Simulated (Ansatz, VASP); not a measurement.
# NaF in VASP and in Ansatz

File INCAR:

```
SYSTEM = NaF
PREC = Accurate
ENCUT = 600
EDIFF = 1E-6
ISMEAR = 0
SIGMA = 0.01
LREAL = .FALSE.
LASPH = .TRUE.
NELM = 120
ALGO = Normal
ISIF = 2
LWAVE = .FALSE.
LCHARG = .FALSE.
GGA = PE
NBANDS = 14
GGA_COMPAT = .FALSE.
```

Contents of KPOINTS:

```
regular mesh
0
G
  2 2 2
  0 0 0
```

Contents of POSCAR:

```
NaF
1.0
    0.0000000000      2.2574561875      2.2574561875
    2.2574561875      0.0000000000      2.2574561875
    2.2574561875      2.2574561875      0.0000000000
Na F
1 1
Direct
    0.0000000000      0.0000000000      0.0000000000
    0.5000000000      0.5000000000      0.5000000000
```

Input for Ansatz:

```yaml
crystal:
  atoms:
  - position: [0.0, 0.0, 0.0]
    symbol: Na
  - position: [0.5, 0.5, 0.5]
    symbol: F
  lattice:
  - [0.0, 2.2574561875350114, 2.2574561875350114]
  - [2.2574561875350114, 0.0, 2.2574561875350114]
  - [2.2574561875350114, 2.2574561875350114, 0.0]
hamiltonian:
  dispersion: none
  pseudopotentials:
    kind: all_electron
    lapw:
      basis_error: 0.025 meV
      muffin_tin_radii: {F: 1.108626256841785, Na: 1.1144472061617179}
    relativity: none
  xc: pbe
kpoints:
  mp_grid:
    grid: [2, 2, 2]
    shift: [0, 0, 0]
magnetization: {spin_polarized: false}
output: {forces: true, stress: true}
scf:
  convergence: {dr2_threshold: 1e-10 eV}
  lower_state_search: 'off'
  max_iter: 200
  occupations: {method: fixed}
```

Alike in both runs: task single point; functional PBE; k mesh 2 × 2 × 2; no spin polarisation.

|  | VASP | Ansatz |
| --- | --- | --- |
| version | VASP 6.6.1 | Ansatz 0.2 development build |
| potentials or method | VASP PAW PBE potentials, release 64 (Na_pv, F), cutoff 600 eV | all-electron full-potential LAPW, non-relativistic |
| occupations | gaussian, width 0.01 eV | fixed |

Ansatz gave:

```
gap on the k mesh at the Fermi level (eV) : 6.70
pressure (GPa)                            : 8.7
```

**Question.** What did VASP give for the same quantities?

**Answer.** gap on the k mesh at the Fermi level (eV): 6.64; pressure (GPa): 8.4.

Ansatz ran all-electron here, and VASP with PAW potentials.

The k mesh is coarse, so the values compare programs but aren't converged.
